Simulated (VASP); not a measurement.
## MoSe: single point with PBE+U

MoSe:

```
CELL_PARAMETERS angstrom
0.00000 3.16455 3.16455
3.16455 0.00000 3.16455
3.16455 3.16455 0.00000
ATOMIC_POSITIONS crystal
Mo 0.00000 0.00000 0.00000
Se 0.25000 0.25000 0.25000
```

```
Program                : VASP 6.6.1
Task                   : single point
Functional             : PBE
Potentials or basis    : VASP PAW PBE potentials, release 64 (Mo_sv, Se)
Cutoff                 : 520 eV
k mesh                 : 12 × 12 × 12
Occupations            : gaussian, width 0.1 eV
Spin                   : collinear spin
Starting moments       : [2.0, 0.0] μB
Hubbard terms          : Mo d U = 4.38 eV
Dipole correction      : no
Further INCAR settings : ALGO = Normal; EDIFF = 1e-06; NBANDS = 21
```

- Pressure: -2.5 GPa
- Band gap on the k mesh: zero (filled and empty bands overlap)
- Net moment: 4.00 μB per cell
- Site moments: Mo +3.64; Se -0.22 μB
- Valence electrons inside the program's atomic spheres: Mo 12.16; Se 3.83

Levels at points of the mesh, in eV from the Fermi level:
Spin up:
| k point | band 9 | band 10 | band 11 | band 12 | band 13 | band 14 | band 15 | band 16 |
| --- | --- | --- | --- | --- | --- | --- | --- | --- |
| (0.00, 0.00, 0.00) | -2.50 | -2.50 | 0.03 | 1.65 | 1.65 | 1.65 | 5.93 | 5.93 |
| (0.50, 0.00, 0.00) | -2.25 | -2.25 | -1.64 | 0.43 | 0.43 | 2.43 | 5.93 | 6.64 |
| (0.50, 0.50, 0.00) | -2.21 | -2.09 | -1.82 | -0.86 | -0.86 | 3.36 | 4.85 | 7.56 |
Spin down:
| k point | band 4 | band 5 | band 6 | band 7 | band 8 | band 9 | band 10 | band 11 | band 12 | band 13 |
| --- | --- | --- | --- | --- | --- | --- | --- | --- | --- | --- |
| (0.00, 0.00, 0.00) | -33.28 | -13.38 | -2.89 | -2.89 | -2.89 | 1.17 | 2.96 | 2.96 | 5.09 | 5.09 |
| (0.50, 0.00, 0.00) | -33.28 | -13.08 | -4.12 | -2.81 | -2.81 | 2.60 | 3.11 | 3.11 | 3.72 | 3.91 |
| (0.50, 0.50, 0.00) | -33.29 | -12.99 | -4.16 | -2.84 | -2.84 | 1.29 | 2.45 | 3.52 | 3.52 | 3.77 |

Eigenvalues of the final occupation matrices:
```
    site  spin  trace               eigenvalues
site 1 d     1   3.75  0.70 0.70 0.70 0.83 0.83
site 1 d     2   0.19  0.01 0.01 0.05 0.05 0.05
```

Wall time 5.9 min on 1 thread of Intel Xeon 8259CL (shared host), peak memory 0.34 GiB.
